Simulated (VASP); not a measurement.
# Al12H in VASP: further runs

Runs on Al12H. Level: PBE. Tasks: single point.

All numbers are computed with VASP 6.6.1; they aren't measurements. Logs are shortened: lines on timing, memory, paths and dates and some standing lists are left out, and cuts for length are marked.

**1. The cell of the first run**

The cell holds a slab with vacuum, 13 atoms: a = 5.714 Å, b = 5.714 Å, c = 21.601 Å, α = 90.00°, β = 90.00°, γ = 120.00°.

**2. Single point, PBE, collinear spin**

Contents of INCAR:

```
SYSTEM = Al12H
PREC = Accurate
ENCUT = 520
EDIFF = 1E-6
ISMEAR = 0
SIGMA = 0.1
LREAL = .FALSE.
LASPH = .TRUE.
NELM = 150
ALGO = Normal
ISIF = 2
LWAVE = .FALSE.
LCHARG = .TRUE.
ISPIN = 2
MAGMOM = 0 0 0 0 0 0 0 0 0 0 0 0 1
LORBIT = 11
LDIPOL = .TRUE.
IDIPOL = 3
DIPOL = 0.5 0.5 0.306
GGA = PE
LELF = .TRUE.
LVHAR = .TRUE.
LVACPOTAV = .TRUE.
NBANDS = 34
```

Contents of KPOINTS:

```
Automatic mesh
0
G
  6 6 1
  0 0 0
```

Contents of POSCAR:

```
Al12H
1.0
    5.7135165838      0.0000000000      0.0000000000
   -2.8567582919      4.9480505065      0.0000000000
    0.0000000000      0.0000000000     21.6013781936
Al H
12 1
Direct
    0.3333333333      0.1666666667      0.1851733702
    0.3333333333      0.6666666667      0.1851733702
    0.8333333333      0.1666666667      0.1851733702
    0.8333333333      0.6666666667      0.1851733702
    0.1666666667      0.3333333333      0.2916813828
    0.1666666667      0.8333333333      0.2916813828
    0.6666666667      0.3333333333      0.2916813828
    0.6666666667      0.8333333333      0.2916813828
    0.0000000000      0.0000000000      0.3981865470
    0.0000000000      0.5000000000      0.3981865470
    0.5000000000      0.0000000000      0.3981865470
    0.5000000000      0.5000000000      0.3981865470
    0.0000000000      0.0000000000      0.4754964290
```

Potentials or basis: VASP PAW PBE potentials, release 64 (Al, H).

On the command line:

```console
> cat potpaw_PBE.64/Al/POTCAR potpaw_PBE.64/H/POTCAR > POTCAR
> mpirun -np 1 vasp_std > vasp.out
```

OUTCAR:

```text
SYSTEM = Al12H
   PREC = Accurate
   ENCUT = 520
   EDIFF = 1E-6
   ISMEAR = 0
   LREAL = .FALSE.
   LASPH = .TRUE.
   NELM = 150
   ISIF = 2
   ISPIN = 2
   LORBIT = 11
   GGA = PE

 ion  position               nearest neighbor table
   1  0.333  0.167  0.185-   5 2.83   6 2.83   7 2.83   4 2.86   2 2.86   2 2.86   4 2.86   3 2.86
                             3 2.86
   2  0.333  0.667  0.185-   6 2.83   5 2.83   8 2.83   3 2.86   1 2.86   1 2.86   3 2.86   4 2.86
                             4 2.86
   3  0.833  0.167  0.185-   7 2.83   8 2.83   5 2.83   4 2.86   2 2.86   4 2.86   2 2.86   1 2.86
                             1 2.86
   4  0.833  0.667  0.185-   8 2.83   7 2.83   6 2.83   3 2.86   1 2.86   3 2.86   1 2.86   2 2.86
                             2 2.86
   5  0.167  0.333  0.292-   9 2.83  12 2.83  10 2.83   1 2.83   2 2.83   3 2.83   8 2.86   6 2.86
                             6 2.86   8 2.86   7 2.86   7 2.86
   6  0.167  0.833  0.292-  10 2.83  11 2.83   9 2.83   2 2.83   1 2.83   4 2.83   7 2.86   5 2.86
                             5 2.86   7 2.86   8 2.86   8 2.86
   7  0.667  0.333  0.292-  11 2.83  10 2.83  12 2.83   3 2.83   4 2.83   1 2.83   8 2.86   6 2.86
                             8 2.86   6 2.86   5 2.86   5 2.86
   8  0.667  0.833  0.292-  12 2.83   9 2.83  11 2.83   4 2.83   3 2.83   2 2.83   7 2.86   5 2.86
                             7 2.86   5 2.86   6 2.86   6 2.86
   9  0.000  0.000  0.398-  13 1.67   5 2.83   8 2.83   6 2.83  12 2.86  10 2.86  10 2.86  12 2.86
                            11 2.86  11 2.86
  10  0.000  0.500  0.398-   6 2.83   7 2.83   5 2.83   9 2.86  11 2.86   9 2.86  11 2.86  12 2.86
                            12 2.86
  11  0.500  0.000  0.398-   7 2.83   6 2.83   8 2.83  10 2.86  12 2.86  12 2.86  10 2.86   9 2.86
                             9 2.86
  12  0.500  0.500  0.398-   8 2.83   5 2.83   7 2.83   9 2.86  11 2.86  11 2.86   9 2.86  10 2.86
                            10 2.86
  13  0.000  0.000  0.475-   9 1.67

  LATTYP: Found a hexagonal cell.
 ALAT       =     5.7135165838
 C/A-ratio  =     3.7807500647

  Lattice vectors:

 A1 = (   5.7135165838,   0.0000000000,   0.0000000000)
 A2 = (  -2.8567582919,   4.9480505065,   0.0000000000)
 A3 = (   0.0000000000,   0.0000000000,  21.6013781936)

Analysis of symmetry for initial positions (statically):
=====================================================================
 Subroutine PRICEL returns:
 Original cell was already a primitive cell.

 Routine SETGRP: Setting up the symmetry group for a
 hexagonal supercell.

 Subroutine GETGRP returns: Found  6 space group operations
 (whereof  6 operations were pure point group operations)
 out of a pool of 24 trial point group operations.

The static configuration has the point symmetry C_3v.

Analysis of symmetry for dynamics (positions and initial velocities):
=====================================================================
 Subroutine PRICEL returns:
 Original cell was already a primitive cell.

 Routine SETGRP: Setting up the symmetry group for a
 hexagonal supercell.

 Subroutine GETGRP returns: Found  6 space group operations
 (whereof  6 operations were pure point group operations)
 out of a pool of 24 trial point group operations.

The dynamic configuration has the point symmetry C_3v.

Analysis of structural, dynamic, and magnetic symmetry:
=====================================================================
 Subroutine PRICEL returns:
 Original cell was already a primitive cell.

 Routine SETGRP: Setting up the symmetry group for a
 hexagonal supercell.

 Subroutine GETGRP returns: Found  6 space group operations
 (whereof  6 operations were pure point group operations)
 out of a pool of 24 trial point group operations.

The overall configuration has the point symmetry C_3v.

 Subroutine INISYM returns: Found  6 space group operations
 (whereof  6 operations are pure point group operations),
 and found     1 'primitive' translations

----------------------------------------------------------------------------------------

                                     Primitive cell

  volume of cell :     610.6876

  direct lattice vectors                    reciprocal lattice vectors
     5.713516584  0.000000000  0.000000000     0.175023558  0.101049898  0.000000000
    -2.856758292  4.948050506  0.000000000     0.000000000  0.202099796  0.000000000
     0.000000000  0.000000000 21.601378194     0.000000000  0.000000000  0.046293343

  length of vectors
     5.713516584  5.713516584 21.601378194     0.202099796  0.202099796  0.046293343

  position of ions in fractional coordinates (direct lattice)
     0.333333333  0.166666667  0.185173370
     0.333333333  0.666666667  0.185173370
     0.833333333  0.166666667  0.185173370
     0.833333333  0.666666667  0.185173370
     0.166666667  0.333333333  0.291681383
     0.166666667  0.833333333  0.291681383
     0.666666667  0.333333333  0.291681383
     0.666666667  0.833333333  0.291681383
[... 62 lines left out ...]
   ions per type =              12   1
   NGX,Y,Z   is equivalent  to a cutoff of  12.22, 12.22, 12.47 a.u.
   NGXF,Y,Z  is equivalent  to a cutoff of  24.44, 24.44, 24.94 a.u.
 SYSTEM =  Al12H
   PREC   = accura    normal or accurate (medium, high low for compatibility)
   ISTART =      0    job   : 0-new  1-cont  2-samecut
   ICHARG =      2    charge: 1-file 2-atom 10-const
   ISPIN  =      2    spin polarized calculation?
   LNONCOLLINEAR =      F non collinear calculations
   LSORBIT =      F    spin-orbit coupling
   LASPH  =      T    aspherical Exc in radial PAW
   ENCUT  =  520.0 eV  38.22 Ry    6.18 a.u.  10.62 10.62 40.16*2*pi/ulx,y,z
   NELM   =    150;   NELMIN=  2; NELMDL= -5     # of ELM steps
   EDIFF  = 0.1E-05   stopping-criterion for ELM
   LREAL  =      F    real-space projection
   EDIFFG = 0.1E-04   stopping-criterion for IOM
   NSW    =      0    number of steps for IOM
   IBRION =     -1    ionic relax: 0-MD 1-quasi-New 2-CG
   NFREE  =      0    steps in history (QN), initial steepest desc. (CG)
   ISIF   =      2    stress and relaxation
   ISYM   =      2    0-nonsym 1-usesym 2-fastsym
   POTIM  = 0.5000    time-step for ionic-motion
   TEBEG  =    0.0;   TEEND  =   0.0 temperature during run
   PSTRESS=    0.0 pullay stress
   NELECT =      37.0000    total number of electrons
   NUPDOWN=      -1.0000    fix difference up-down
   EMIN   =  10.00;   EMAX   =-10.00  energy-range for DOS
   EFERMI =   0.00;   METHOD = LEGACY
   ISMEAR =     0;   SIGMA  =   0.10  broadening in eV -4-tet -1-fermi 0-gaus
   EFERMI_NEDOS =   21; number of points for ismear=-14 and -15
   IALGO  =     38    algorithm
   IMIX   =      4    mixing-type and parameters
     AMIX     =   0.40;   BMIX     =  1.00
     AMIX_MAG =   1.60;   BMIX_MAG =  1.00
  volume/ion in A,a.u.               =      46.98       317.01
  Fermi-wavevector in a.u.,A,eV,Ry     =   0.642987  1.215070  5.625093  0.413433
  Thomas-Fermi vector in A             =   1.709838
   LORBIT       =     11    0 simple, 1 ext, 2 COOP (PROOUT), +10 PAW based schemes
   GGA     = PE    functional components
   LHFCALC =     F    Hartree Fock is set to
   AEXX    =    0.0000 exact exchange contribution
   IVDW    =     0    specifies the selected vdW correction
   LEPSILON=     F    determine dielectric tensor
   LRPA    =     F    only Hartree local field effects (RPA)
 spin polarized calculation
 Gauss-broadening in eV      SIGMA  =   0.10
  energy-cutoff  :      520.00
  volume of cell :      610.69
 maximum number of plane-waves:     16489
   NGX = 21   NGY = 21   NGZ = 81

 number of electron      36.9999999 magnetization       0.0000211

 number of electron      36.9999999 magnetization      -0.0000511

 dipolmoment           0.000000      0.000000      0.087560 electrons x Angstroem

 Free energy of the ion-electron system (eV)
  ---------------------------------------------------
  ext. energy  EPLUGINS =         0.00000000
  ---------------------------------------------------
  free energy    TOTEN  =       -45.06949035 eV

  energy without entropy =      -45.05031285  energy(sigma->0) =      -45.05990160

 E-fermi :  -0.2054     XC(G=0):  -4.1815

 val. band max:       -0.2425239957   @ k =   0.5000   0.0000   0.0000
 cond. band min:      -0.1293466643   @ k =   0.1667   0.1667   0.0000
 fundamental gap:      0.1131773314
 Fermi energy:        -0.2053990802

 spin component 1

 k-point     1 :       0.0000    0.0000    0.0000
  band No.  band energies     occupation
      1     -10.8236      1.00000
      2      -9.1273      1.00000
      3      -6.5265      1.00000
      4      -5.0306      1.00000
      5      -4.9396      1.00000
      6      -4.9396      1.00000
[... 220 lines left out ...]
     29       3.1136      0.00000
     30       3.1325      0.00000
 Fermi energy:        -0.2053990802

 spin component 2

 k-point     1 :       0.0000    0.0000    0.0000
  band No.  band energies     occupation
      1     -10.8236      1.00000
      2      -9.1273      1.00000
      3      -6.5265      1.00000
      4      -5.0306      1.00000
      5      -4.9396      1.00000
      6      -4.9396      1.00000
[... 220 lines left out ...]
     29       3.1136      0.00000
     30       3.1325      0.00000
 [bands above 30 left out]

------------------------ aborting loop because EDIFF is reached ----------------------------------------

  FORCE on cell =-STRESS in cart. coord.  units (eV):
  Direction    XX          YY          ZZ          XY          YZ          ZX
  --------------------------------------------------------------------------------------
  -------------------------------------------------------------------------------------
  Total       -2.1610030     -2.1610030      0.2645875      0.0000000      0.0000000      0.0000000
  in kB       -5.6695277     -5.6695277      0.6941620      0.0000000      0.0000000      0.0000000
  external PRESSURE =      -3.5482978 kB  Pullay stress =       0.0000000 kB

 VOLUME and BASIS-vectors are now :
 -----------------------------------------------------------------------------
  energy-cutoff  :      520.00
  volume of cell :      610.69
      direct lattice vectors                 reciprocal lattice vectors
     5.713516584  0.000000000  0.000000000     0.175023558  0.101049898  0.000000000
    -2.856758292  4.948050506  0.000000000     0.000000000  0.202099796  0.000000000
     0.000000000  0.000000000 21.601378194     0.000000000  0.000000000  0.046293343

 POSITION                                       TOTAL-FORCE (eV/Angst)
 -----------------------------------------------------------------------------------
      1.42838      0.82468      4.00000         0.058514      0.033783     -0.084909
     -0.00000      3.29870      4.00000         0.000000      0.000000     -0.043958
      4.28514      0.82468      4.00000        -0.058514      0.033783     -0.084909
      2.85676      3.29870      4.00000         0.000000     -0.067566     -0.084909
      0.00000      1.64935      6.30072         0.000000      0.201709      0.093420
     -1.42838      4.12338      6.30072         0.174685     -0.100854      0.093420
      2.85676      1.64935      6.30072         0.000000      0.000000     -0.087508
      1.42838      4.12338      6.30072        -0.174685     -0.100854      0.093420
      0.00000      0.00000      8.60138         0.000000      0.000000      0.959089
     -1.42838      2.47403      8.60138        -0.066122     -0.038176     -0.155251
      2.85676      0.00000      8.60138         0.000000      0.076352     -0.155251
      1.42838      2.47403      8.60138         0.066122     -0.038176     -0.155251
      0.00000      0.00000     10.27138         0.000000      0.000000     -0.387405
 -----------------------------------------------------------------------------------
    total drift:                               -0.000000     -0.000000      0.000027

  FREE ENERGIE OF THE ION-ELECTRON SYSTEM (eV)
  ---------------------------------------------------
  free  energy   TOTEN  =       -45.0694903477 eV

  energy  without entropy=      -45.0503128453  energy(sigma->0) =      -45.05990160

 vacuum level on the upper side and lower side of the slab         4.319         3.758

 total charge

# of ion       s       p       d       tot
------------------------------------------
    1        0.455   0.310   0.000   0.765
    2        0.445   0.316   0.000   0.761
    3        0.455   0.310   0.000   0.765
    4        0.455   0.310   0.000   0.765
    5        0.435   0.340   0.000   0.775
    6        0.435   0.340   0.000   0.775
    7        0.432   0.351   0.000   0.783
    8        0.435   0.340   0.000   0.775
    9        0.407   0.369   0.000   0.777
   10        0.461   0.309   0.000   0.770
   11        0.461   0.309   0.000   0.770
   12        0.461   0.309   0.000   0.770
   13        0.512   0.006   0.000   0.519
--------------------------------------------------
tot          5.848   3.920   0.000   9.767

 magnetization (x)

# of ion       s       p       d       tot
------------------------------------------
    1       -0.000  -0.000   0.000  -0.000
    2       -0.000  -0.000   0.000  -0.000
    3       -0.000  -0.000   0.000  -0.000
    4       -0.000  -0.000   0.000  -0.000
    5       -0.000  -0.000   0.000  -0.000
    6       -0.000  -0.000   0.000  -0.000
    7       -0.000  -0.000   0.000  -0.000
    8       -0.000  -0.000   0.000  -0.000
    9       -0.000  -0.000   0.000  -0.000
   10        0.000   0.000   0.000   0.000
   11        0.000   0.000   0.000   0.000
   12        0.000   0.000   0.000   0.000
   13       -0.000  -0.000   0.000  -0.000
--------------------------------------------------
tot         -0.000  -0.000   0.000  -0.000
```

Run time: 6.2 min. Hardware: 1 thread of Intel Xeon 6975P-C (Granite Rapids), shared host; peak memory 0.91 GiB.

What came out:

- Free energy: -45.0695 eV
- Largest force: 0.959 eV/Å
- Net moment: 0.00 μB per cell
- Valence electrons inside the program's atomic spheres: Al 0.77, 0.76, 0.78 (each value once); H 0.52

Forces in eV/Å, atoms in the order of the input:
```
Al   0.059  0.034 -0.085
Al   0.000  0.000 -0.044
Al  -0.059  0.034 -0.085
Al   0.000 -0.068 -0.085
Al   0.000  0.202  0.093
Al   0.175 -0.101  0.093
Al   0.000  0.000 -0.088
Al  -0.175 -0.101  0.093
Al   0.000  0.000  0.959
Al  -0.066 -0.038 -0.155
Al   0.000  0.076 -0.155
Al   0.066 -0.038 -0.155
H    0.000  0.000 -0.387
```

**3. Single point, PBE, collinear spin**

Contents of INCAR:

```
SYSTEM = Al12H
PREC = Accurate
ENCUT = 520
EDIFF = 1E-6
ISMEAR = 0
SIGMA = 0.1
LREAL = .False.
LASPH = .True.
NELM = 150
ALGO = Normal
ISIF = 2
LWAVE = .False.
LCHARG = .False.
ISPIN = 2
MAGMOM = 0 0 0 0 0 0 0 0 0 0 0 0 1
LORBIT = 11
LDIPOL = .True.
IDIPOL = 3
DIPOL = 0.5 0.5 0.309
GGA = PE
NBANDS = 34
```

Contents of KPOINTS:

```
regular mesh
0
Gamma
  6 6 1
  0 0 0
```

POSCAR, as its differences from that of step 2:

```diff
@@ -20,2 +20,2 @@
     0.5000000000      0.5000000000      0.3981865470
-    0.0000000000      0.0000000000      0.4754964290
+    0.0000000000      0.0000000000      0.5171604373
```

Potentials or basis: VASP PAW PBE potentials, release 64 (Al, H).

On the command line:

```console
> cat potpaw_PBE.64/Al/POTCAR potpaw_PBE.64/H/POTCAR > POTCAR
> mpirun -np 1 vasp_std > vasp.out
```

It took 6.1 min on 1 thread of Intel Xeon 6975P-C (Granite Rapids), shared host; peak memory 0.92 GiB.

Results (log left out):

| Property | Result |
| --- | --- |
| Free energy | -43.6925 eV |
| Largest force | 1.498 eV/Å |
| Net moment | 0.34 μB per cell |
| Site moments | Al -0.00, +0.00, -0.01 (each value once); H +0.17 μB |
| Valence electrons inside the program's atomic spheres | Al 0.76, 0.78, 0.74 (each value once); H 0.40 |

Forces in eV/Å, atoms in the order of the input:
```
Al   0.043  0.025 -0.069
Al   0.000  0.000 -0.035
Al  -0.043  0.025 -0.069
Al   0.000 -0.050 -0.069
Al   0.000  0.118  0.020
Al   0.103 -0.059  0.020
Al   0.000  0.000 -0.060
Al  -0.103 -0.059  0.020
Al   0.000  0.000  1.498
Al  -0.018 -0.010  0.004
Al   0.000  0.020  0.004
Al   0.018 -0.010  0.004
H    0.000  0.000 -1.270
```

Levels at points of the mesh, in eV from the Fermi level:
Spin up:
```
           k point  band 15  band 16  band 17  band 18  band 19  band 20  band 21  band 22  band 23  band 24
(0.00, 0.00, 0.00)    -2.73    -2.73    -1.40    -0.35    -0.35    -0.25    -0.12    -0.12     0.00     1.10
(0.50, 0.00, 0.00)    -0.70    -0.51    -0.50    -0.22    -0.18     0.95     0.98     1.38     1.43     1.66
```
Spin down:
```
           k point  band 16  band 17  band 18  band 19  band 20  band 21
(0.00, 0.00, 0.00)    -2.73    -0.73    -0.35    -0.35    -0.21    -0.12
(0.50, 0.00, 0.00)    -0.50    -0.27    -0.22     0.21     0.95     0.99
```

[end of part 1 of 2]
